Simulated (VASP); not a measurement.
# BaTe (R3m) in VASP: single point with PBEsol

Aim: the single point of BaTe with PBEsol.

Program: VASP 6.6.1. These are calculated values, not measurements. Logs are shortened: lines on timing, memory, paths and dates and some standing lists are left out, and cuts for length are marked.

## Step 1: The cell of the first run

It takes space group R3m (No. 160, trigonal). The conventional cell has a = 4.909 Å, b = 4.909 Å, c = 12.025 Å, α = 90.00°, β = 90.00°, γ = 120.00°. Within 4.5 Å of Ba (site symmetry 3m) lie 6 Te at 3.46 to 3.48 Å. Te (site symmetry 3m) has 6 Ba at 3.46 to 3.48 Å within 4.5 Å.

## Step 2: Single point, PBEsol, non-collinear spin, zero start, spin-orbit coupling (atom 1 moved by [-0.01, -0.01, -0.01] A)

Contents of INCAR:

```
  PREC = Accurate
  ENCUT = 520
  EDIFF = 1E-6
  ISMEAR = 0
  SIGMA = 0.01
  LREAL = False
  LASPH = True
  NELM = 150
  ALGO = Normal
  ISIF = 2
  LWAVE = False
  LCHARG = False
  LNONCOLLINEAR = True
  MAGMOM = 0 0 0 0 0 0
  LORBIT = 11
  LSORBIT = True
  GGA_COMPAT = False
  LORBMOM = True
  GGA = PS
  NBANDS = 28
```

Contents of KPOINTS:

```
regular mesh
0
Gamma
  6 6 6
```

Contents of POSCAR:

```
BaTe
1.0
    0.0000000000      3.4713739228      3.4713739228
    3.4713739228      0.0000000000      3.4713739228
    3.4713739228      3.4713739228      0.0000000000
Ba Te
1 1
Direct
   -0.0014403519     -0.0014403519     -0.0014403519
    0.5000000000      0.5000000000      0.5000000000
```

Potentials or basis: VASP PAW PBE potentials, release 64 (Ba_sv, Te).

Run with:

```
cat potpaw_PBE.64/Ba_sv/POTCAR potpaw_PBE.64/Te/POTCAR > POTCAR
mpirun -np 1 vasp_ncl > vasp.out
```

OUTCAR:

```text
PREC = Accurate
   ENCUT = 520
   EDIFF = 1E-6
   ISMEAR = 0
   LREAL = False
   LASPH = True
   NELM = 150
   ISIF = 2
   LNONCOLLINEAR = True
   LORBIT = 11
   LSORBIT = True
   GGA = PS

 ion  position               nearest neighbor table
   1  0.999  0.999  0.999-   2 3.46   2 3.46   2 3.46   2 3.48   2 3.48   2 3.48
   2  0.500  0.500  0.500-   1 3.46   1 3.46   1 3.46   1 3.48   1 3.48   1 3.48

  LATTYP: Found a face centered cubic cell.
 ALAT       =     6.9427478456

  Lattice vectors:

 A1 = (   0.0000000000,   3.4713739228,   3.4713739228)
 A2 = (   3.4713739228,   0.0000000000,   3.4713739228)
 A3 = (   3.4713739228,   3.4713739228,   0.0000000000)

Analysis of symmetry for initial positions (statically):
=====================================================================
 Subroutine PRICEL returns:
 Original cell was already a primitive cell.

 Routine SETGRP: Setting up the symmetry group for a
 face centered cubic supercell.

 Subroutine GETGRP returns: Found  6 space group operations
 (whereof  6 operations were pure point group operations)
 out of a pool of 48 trial point group operations.

The static configuration has the point symmetry C_3v.

Analysis of symmetry for dynamics (positions and initial velocities):
=====================================================================
 Subroutine PRICEL returns:
 Original cell was already a primitive cell.

 Routine SETGRP: Setting up the symmetry group for a
 face centered cubic supercell.

 Subroutine GETGRP returns: Found  6 space group operations
 (whereof  6 operations were pure point group operations)
 out of a pool of 48 trial point group operations.

The dynamic configuration has the point symmetry C_3v.

Analysis of structural, dynamic, and magnetic symmetry:
=====================================================================
 Subroutine PRICEL returns:
 Original cell was already a primitive cell.

 Routine SETGRP: Setting up the symmetry group for a
 face centered cubic supercell.

 Subroutine GETGRP returns: Found  6 space group operations
 (whereof  6 operations were pure point group operations)
 out of a pool of 48 trial point group operations.

The overall configuration has the point symmetry C_3v.

 Subroutine INISYM returns: Found  6 space group operations
 (whereof  6 operations are pure point group operations),
 and found     1 'primitive' translations

----------------------------------------------------------------------------------------

                                     Primitive cell

  volume of cell :      83.6631

  direct lattice vectors                    reciprocal lattice vectors
     0.000000000  3.471373923  3.471373923    -0.144035189  0.144035189  0.144035189
     3.471373923  0.000000000  3.471373923     0.144035189 -0.144035189  0.144035189
     3.471373923  3.471373923  0.000000000     0.144035189  0.144035189 -0.144035189

  length of vectors
     4.909264082  4.909264082  4.909264082     0.249476266  0.249476266  0.249476266

  position of ions in fractional coordinates (direct lattice)
     0.998559648  0.998559648  0.998559648
     0.500000000  0.500000000  0.500000000

  ion indices of the primitive-cell ions
   primitive index   ion index
                 1           1
                 2           2

----------------------------------------------------------------------------------------

 KPOINTS: regular mesh

Automatic generation of k-mesh.
 Grid dimensions read from file:
 generate k-points for:    6    6    6

 Generating k-lattice:

  Cartesian coordinates                     Fractional coordinates (reciprocal lattice)
    -0.024005865  0.024005865  0.024005865     0.166666667  0.000000000  0.000000000
     0.024005865 -0.024005865  0.024005865     0.000000000  0.166666667  0.000000000
     0.024005865  0.024005865 -0.024005865     0.000000000  0.000000000  0.166666667

  Length of vectors
     0.041579378  0.041579378  0.041579378

  Shift w.r.t. Gamma in fractional coordinates (k-lattice)
     0.000000000  0.000000000  0.000000000

 Subroutine IBZKPT returns following result:
 ===========================================

 Found     56 irreducible k-points:

 Following reciprocal coordinates:
            Coordinates               Weight
  0.000000  0.000000  0.000000      1.000000
  0.166667  0.000000  0.000000      3.000000
 -0.166667  0.000000  0.000000      3.000000
  0.166667  0.166667  0.166667      1.000000
 -0.166667 -0.166667 -0.166667      1.000000
  0.333333  0.000000  0.000000      3.000000
[... 16 lines left out ...]
 -0.166667 -0.166667  0.333333      3.000000
[... 21 lines left out ...]
   LREAL  =      F    real-space projection
   EDIFFG = 0.1E-04   stopping-criterion for IOM
   NSW    =      0    number of steps for IOM
   IBRION =     -1    ionic relax: 0-MD 1-quasi-New 2-CG
   NFREE  =      0    steps in history (QN), initial steepest desc. (CG)
   ISIF   =      2    stress and relaxation
   ISYM   =      2    0-nonsym 1-usesym 2-fastsym
   POTIM  = 0.5000    time-step for ionic-motion
   TEBEG  =    0.0;   TEEND  =   0.0 temperature during run
   PSTRESS=    0.0 pullay stress
   NELECT =      16.0000    total number of electrons
   NUPDOWN=      -1.0000    fix difference up-down
   EMIN   =  10.00;   EMAX   =-10.00  energy-range for DOS
   EFERMI =   0.00;   METHOD = LEGACY
   ISMEAR =     0;   SIGMA  =   0.01  broadening in eV -4-tet -1-fermi 0-gaus
   EFERMI_NEDOS =   21; number of points for ismear=-14 and -15
   IALGO  =     38    algorithm
   IMIX   =      4    mixing-type and parameters
     AMIX     =   0.40;   BMIX     =  1.00
     AMIX_MAG =   1.60;   BMIX_MAG =  1.00
  volume/ion in A,a.u.               =      41.83       282.29
  Fermi-wavevector in a.u.,A,eV,Ry     =   0.943199  1.782388 12.104080  0.889625
  Thomas-Fermi vector in A             =   2.070883
   LORBIT       =     11    0 simple, 1 ext, 2 COOP (PROOUT), +10 PAW based schemes
   GGA     = PS    functional components
   LHFCALC =     F    Hartree Fock is set to
   AEXX    =    0.0000 exact exchange contribution
   IVDW    =     0    specifies the selected vdW correction
   LEPSILON=     F    determine dielectric tensor
   LRPA    =     F    only Hartree local field effects (RPA)
 Gauss-broadening in eV      SIGMA  =   0.01
  energy-cutoff  :      520.00
  volume of cell :       83.66
 maximum number of plane-waves:      4570
 NGX is ok and might be reduce to    40
   NGX = 19   NGY = 19   NGZ = 19

 number of electron      16.0000000 magnetization       0.0000000      0.0000000      0.0000000

 number of electron      16.0000000 magnetization      -0.0000000     -0.0000000      0.0000000

 number of electron      16.0000000 magnetization       0.0000000      0.0000000     -0.0000000

 Free energy of the ion-electron system (eV)
  ---------------------------------------------------
  ext. energy  EPLUGINS =         0.00000000
  ---------------------------------------------------
  free energy    TOTEN  =        -9.48237903 eV

  energy without entropy =       -9.48237903  energy(sigma->0) =       -9.48237903

 E-fermi :   2.6670     XC(G=0):  -8.5114

 val. band max:        2.5867590704   @ k =   0.0000   0.0000   0.0000
 cond. band min:       3.6810393351   @ k =   0.5000   0.5000   0.0000
 fundamental gap:      1.0942802648
 Fermi energy:         2.6670354197

 k-point     1 :       0.0000    0.0000    0.0000
  band No.  band energies     occupation
      1     -24.6103      1.00000
      2     -24.6103      1.00000
      3     -11.0837      1.00000
      4     -11.0837      1.00000
      5      -9.1400      1.00000
      6      -9.1400      1.00000
[... 733 lines left out ...]
     27       9.2702      0.00000
     28       9.2731      0.00000

 [... further k-points ...]
[... 5 lines left out ...]
  --------------------------------------------------------------------------------------
  -------------------------------------------------------------------------------------
  Total        0.1948599      0.1948599      0.1948599     -0.0004285     -0.0004285     -0.0004285
  in kB        3.7316334      3.7316334      3.7316334     -0.0082057     -0.0082057     -0.0082057
  external PRESSURE =       3.7316334 kB  Pullay stress =       0.0000000 kB

 VOLUME and BASIS-vectors are now :
 -----------------------------------------------------------------------------
  energy-cutoff  :      520.00
  volume of cell :       83.66
      direct lattice vectors                 reciprocal lattice vectors
     0.000000000  3.471373923  3.471373923    -0.144035189  0.144035189  0.144035189
     3.471373923  0.000000000  3.471373923     0.144035189 -0.144035189  0.144035189
     3.471373923  3.471373923  0.000000000     0.144035189  0.144035189 -0.144035189

 POSITION                                       TOTAL-FORCE (eV/Angst)
 -----------------------------------------------------------------------------------
      6.93275      6.93275      6.93275         0.022980      0.022980      0.022980
      3.47137      3.47137      3.47137        -0.022980     -0.022980     -0.022980
 -----------------------------------------------------------------------------------
    total drift:                               -0.000023     -0.000023     -0.000023

  FREE ENERGIE OF THE ION-ELECTRON SYSTEM (eV)
  ---------------------------------------------------
  free  energy   TOTEN  =        -9.4823790305 eV

  energy  without entropy=       -9.4823790305  energy(sigma->0) =       -9.48237903

 orbital moment (x)

 # of ion     p       d       tot
 ----------------------------------------
  1        -0.000  -0.000  -0.000
  2        -0.000   0.000  -0.000
 ----------------------------------------
           -0.000  -0.000  -0.000

 orbital moment (y)

 # of ion     p       d       tot
 ----------------------------------------
  1         0.000  -0.000  -0.000
  2         0.000  -0.000   0.000
 ----------------------------------------
            0.000  -0.000  -0.000

 orbital moment (z)

 # of ion     p       d       tot
 ----------------------------------------
  1         0.000   0.000   0.000
  2         0.000  -0.000  -0.000
 ----------------------------------------
            0.000  -0.000  -0.000

 Spin-Orbit-Coupling matrix elements

 Ion:    1  E_soc:     -0.3978140
 l=   1
     0.0000000    -0.0657634    -0.0657634
    -0.0657634     0.0000000    -0.0657634
    -0.0657634    -0.0657634     0.0000000
 l=   2
     0.0000000     0.0000225     0.0000000     0.0000225    -0.0005614
     0.0000225     0.0000000    -0.0004211     0.0000225    -0.0001404
     0.0000000    -0.0004211     0.0000000    -0.0004211     0.0000000
     0.0000225     0.0000225    -0.0004211     0.0000000    -0.0001404
    -0.0005614    -0.0001404     0.0000000    -0.0001404     0.0000000
 l=   3
     0.0000000     0.0000000     0.0000000     0.0000000     0.0000000     0.0000000     0.0000000
     0.0000000     0.0000000     0.0000000     0.0000000     0.0000000     0.0000000     0.0000000
     0.0000000     0.0000000     0.0000000     0.0000000     0.0000000     0.0000000     0.0000000
     0.0000000     0.0000000     0.0000000     0.0000000     0.0000000     0.0000000     0.0000000
     0.0000000     0.0000000     0.0000000     0.0000000     0.0000000     0.0000000     0.0000000
     0.0000000     0.0000000     0.0000000     0.0000000     0.0000000     0.0000000     0.0000000
     0.0000000     0.0000000     0.0000000     0.0000000     0.0000000     0.0000000     0.0000000

 Ion:    2  E_soc:     -0.1902760
 l=   1
     0.0000000    -0.0317107    -0.0317107
    -0.0317107     0.0000000    -0.0317107
    -0.0317107    -0.0317107     0.0000000
 l=   2
     0.0000000    -0.0000039     0.0000000    -0.0000039     0.0000019
    -0.0000039     0.0000000     0.0000014    -0.0000039     0.0000005
     0.0000000     0.0000014     0.0000000     0.0000014     0.0000000
    -0.0000039    -0.0000039     0.0000014     0.0000000     0.0000005
     0.0000019     0.0000005     0.0000000     0.0000005     0.0000000
 l=   3
     0.0000000     0.0000000     0.0000000     0.0000000     0.0000000     0.0000000     0.0000000
     0.0000000     0.0000000     0.0000000     0.0000000     0.0000000     0.0000000     0.0000000
     0.0000000     0.0000000     0.0000000     0.0000000     0.0000000     0.0000000     0.0000000
     0.0000000     0.0000000     0.0000000     0.0000000     0.0000000     0.0000000     0.0000000
     0.0000000     0.0000000     0.0000000     0.0000000     0.0000000     0.0000000     0.0000000
     0.0000000     0.0000000     0.0000000     0.0000000     0.0000000     0.0000000     0.0000000
     0.0000000     0.0000000     0.0000000     0.0000000     0.0000000     0.0000000     0.0000000

 total charge

# of ion       s       p       d       tot
------------------------------------------
    1        2.007   5.594   0.285   7.886
    2        1.344   2.123   0.004   3.471
--------------------------------------------------
tot          3.351   7.717   0.289  11.357

 magnetization (x)

# of ion       s       p       d       tot
------------------------------------------
    1       -0.000   0.000   0.000  -0.000
    2        0.000   0.000   0.000   0.000
--------------------------------------------------
tot         -0.000   0.000   0.000  -0.000

 magnetization (y)

# of ion       s       p       d       tot
------------------------------------------
    1        0.000   0.000   0.000   0.000
    2        0.000   0.000   0.000   0.000
--------------------------------------------------
tot          0.000   0.000   0.000   0.000

 magnetization (z)

# of ion       s       p       d       tot
------------------------------------------
    1       -0.000   0.000  -0.000  -0.000
    2        0.000   0.000   0.000   0.000
--------------------------------------------------
tot         -0.000   0.000  -0.000  -0.000
```

It took 5.7 min on 1 thread of Intel Xeon Platinum 8259CL at 2.50GHz (Skylake/Cascade Lake), shared host; peak memory 0.6 GiB.

What came out:

| Quantity | Value |
| --- | --- |
| Free energy | -9.4824 eV |
| Pressure | 0.4 GPa |
| Largest force | 0.040 eV/Å |
| Net moment | 0.00 μB per cell |
| Valence electrons inside the program's atomic spheres | Ba 7.89; Te 3.47 |

Forces in eV/Å, atoms in the order of the input:
```
Ba   0.023  0.023  0.023
Te  -0.023 -0.023 -0.023
```

Moments on the atoms (μB; x, y, z):
```
Ba  0.00 0.00 0.00
Te  0.00 0.00 0.00
```

Caveat: the cell differs from its parent crystal (atom 1 moved by [-0.01, -0.01, -0.01] A); the PAW data sets were made with another functional, which shifts forces and pressure a little.
